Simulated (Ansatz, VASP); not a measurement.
**Al2Cu: VASP beside Ansatz**

File INCAR:

```
SYSTEM = Al2Cu
ALGO = Fast ; EDIFF = 1E-6
ENCUT = 520 ; GGA = PS
ISIF = 2 ; ISMEAR = 0
LASPH = .TRUE. ; LCHARG = .FALSE.
LREAL = .FALSE. ; LWAVE = .FALSE.
NBANDS = 26 ; NELM = 100
PREC = Accurate ; SIGMA = 0.15
```

KPOINTS

```
k-points
0
G
  10 10 10
  0 0 0
```

The input POSCAR:

```
Al2Cu
1.0
   -2.8467000000      2.8467000000      2.3172500000
    2.8467000000     -2.8467000000      2.3172500000
    2.8467000000      2.8467000000     -2.3172500000
Al Cu
4 2
Direct
    0.1593210787      0.6593210787      0.8186421574
    0.6593210787      0.8406789213      0.5000000000
    0.8406789213      0.3406789213      0.1813578426
    0.3406789213      0.1593210787      0.5000000000
    0.7500000000      0.7500000000      0.0000000000
    0.2500000000      0.2500000000      0.0000000000
```

Input for Ansatz:

```yaml
crystal:
  lattice:
    - [-2.8467, 2.8467, 2.31725]
    - [2.8467, -2.8467, 2.31725]
    - [2.8467, 2.8467, -2.31725]
  atoms:
    - { symbol: Al, position: [0.1593210787, 0.6593210787, 0.8186421574] }
    - { symbol: Al, position: [0.6593210787, 0.8406789213, 0.5] }
    - { symbol: Al, position: [0.8406789213, 0.3406789213, 0.1813578426] }
    - { symbol: Al, position: [0.3406789213, 0.1593210787, 0.5] }
    - { symbol: Cu, position: [0.75, 0.75, 0.0] }
    - { symbol: Cu, position: [0.25, 0.25, 0.0] }
basis:
  ecutwfc: 520.0
kpoints:
  mp_grid: { grid: [10, 10, 10] }
hamiltonian:
  xc: pbesol
  pseudopotentials: { kind: paw, azcp: { folder: soft_1 } }
scf:
  occupations: { method: gaussian, width: 0.15 }
output:
  forces: true
  stress: true
  eigenvalues: true
  write_density: true
  write_potential: true
  elf: true
  volumetric_format: npy
```

Alike in both runs: task single point; functional PBEsol; k mesh 10 × 10 × 10; occupations gaussian, width 0.15 eV; no spin polarisation.

|  | VASP | Ansatz |
| --- | --- | --- |
| version | VASP 6.6.1 | Ansatz 0.2.0 |
| potentials or method | VASP PAW PBE potentials, release 64 (Al, Cu), cutoff 520 eV | scalar-relativistic, plane waves, PAW |
| valence electrons in the cell | 34 | 50 |

|  | VASP | Ansatz | Ansatz less VASP |
| --- | --- | --- | --- |
| gap on the k mesh at the Fermi level (eV) | none | none | - |
| pressure (GPa) | 22.0 | 21.6 | -0.32 |
| traceless stress, the component that is largest in VASP (GPa) | -1.30 | -1.35 | -0.041 |
| rms of the force components (eV/Å) | 0.048 | 0.047 | -0.0003 |

VASP's potentials were made for PBE, not for PBEsol, and Ansatz warns of the same on its side. Atom by atom the forces differ by 0.000 eV/Å (rms over components). A gap of «none» marks a metal or a gap that the smearing closes. VASP's potentials hold 34 valence electrons a cell and Ansatz's 50, so a difference there can come from the potentials and not from the codes.
